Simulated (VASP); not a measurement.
# AlNi (WC type): relaxation of cell and atoms with PBE

The system is AlNi (WC type).

```xyz
2
Lattice="3.2330 0.0000 0.0000 -1.6165 2.7999 0.0000 0.0000 0.0000 3.1683" Properties=species:S:1:pos:R:3 pbc="T T T"
Ni    0.0000    0.0000    0.0000
Al    0.0000    1.8666    1.5842
```

```json
{"Program": "VASP 6.6.1", "Task": "relaxation of cell and atoms", "Functional": "PBE", "Potentials or basis": "VASP PAW PBE potentials, release 64 (Ni, Al)", "Cutoff": "600 eV", "k mesh": "14 × 14 × 12", "Occupations": "fermi-dirac, width 0.08 eV", "Spin": "no spin polarisation", "Target pressure": "0.0033 GPa", "Dipole correction": "no", "Further INCAR settings": "ALGO = Normal; EDIFF = 1e-06; IBRION = 2; EDIFFG = -0.005; NSW = 60; ISIF = 3"}
```

```yaml
Relaxed_volume: 12.59 Å³/atom
Relaxed_cell: a = 2.759 Å, b = 2.759 Å, c = 3.820 Å, α = 90.00°, β = 90.00°, γ = 120.00°
Space_group_after_relaxing_to_0.05_Å: P-6m2 (No. 187)
Energy_change_on_relaxing_the_enthalpy_is_what_falls: -171.1 meV/atom
Ionic_steps: 20
Pressure_after_relaxing: 0.0 GPa
```

The path:
| step | energy change (eV) | largest force (eV/Å) | pressure (GPa) | volume (Å³) |
| --- | --- | --- | --- | --- |
| 1 | 0.0000 | 0.0000 | -5.01 | 28.68 |
| 2 | -0.0194 | 0.0000 | 2.47 | 26.86 |
| 3 | -0.0226 | 0.0000 | 0.33 | 27.33 |
| 4 | -0.0302 | 0.0000 | 0.43 | 27.22 |
| 5 | -0.0645 | 0.0000 | 0.81 | 26.86 |
| 6 | -0.1687 | 0.0000 | 1.53 | 26.03 |
| 7 | -0.3158 | 0.0000 | 7.55 | 24.00 |
| 8 | -0.3212 | 0.0000 | 6.07 | 24.31 |
| 9 | -0.3199 | 0.0000 | 6.97 | 24.13 |
| 10 | -0.3228 | 0.0000 | 6.47 | 24.17 |
| 11 | -0.3243 | 0.0000 | 5.53 | 24.24 |
| 12 | -0.3246 | 0.0000 | 5.77 | 24.22 |
| 13 | -0.3276 | 0.0000 | 5.23 | 24.30 |
| 14 | -0.3349 | 0.0000 | 3.64 | 24.55 |
| 15 | -0.3420 | 0.0000 | 0.76 | 25.04 |
| 16 | -0.3423 | 0.0000 | 0.09 | 25.17 |
| 17 | -0.3423 | 0.0000 | -0.01 | 25.19 |
| 18 | -0.3423 | 0.0000 | -0.11 | 25.18 |
| 19 | -0.3423 | 0.0000 | 0.00 | 25.18 |
| 20 | -0.3423 | 0.0000 | 0.02 | 25.18 |

Final structure:
```yaml
crystal:
  lattice:
    - [2.75860, 0.00000, 0.00000]
    - [-1.37930, 2.38902, 0.00000]
    - [0.00000, 0.00000, 3.82030]
  atoms:
    - { symbol: Ni, position: [0.00000, 0.00000, 0.00000] }
    - { symbol: Al, position: [0.33333, 0.66667, 0.50000] }
```

Levels at points of the mesh, in eV from the Fermi level:
| k point | band 3 | band 4 | band 5 | band 6 | band 7 | band 8 | band 9 | band 10 |
| --- | --- | --- | --- | --- | --- | --- | --- | --- |
| (0.00, 0.00, 0.00) | -1.76 | -1.76 | -1.39 | -1.38 | -1.38 | 3.00 | 12.63 | 12.63 |
| (0.50, 0.00, 0.00) | -3.12 | -2.86 | -1.66 | -0.58 | 0.32 | 4.61 | 6.23 | 7.39 |
| (0.00, 0.00, 0.50) | -2.32 | -1.74 | -1.74 | -1.46 | -1.46 | 10.38 | 14.00 | 14.00 |
| (0.50, 0.00, 0.50) | -3.17 | -1.90 | -1.80 | -1.04 | -0.58 | 1.43 | 2.43 | 9.81 |

Wall time 7.8 min on 1 thread of Intel(R) Xeon(R) Platinum 8259CL CPU @ 2.50GHz (Skylake/Cascade Lake) (shared host), peak memory 0.23 GiB.

Caveat: the cell is relaxed towards a set pressure, so the enthalpy falls and the energy may rise. Spin polarisation is off, so any magnetic state and its effect on volume and gap are missing.
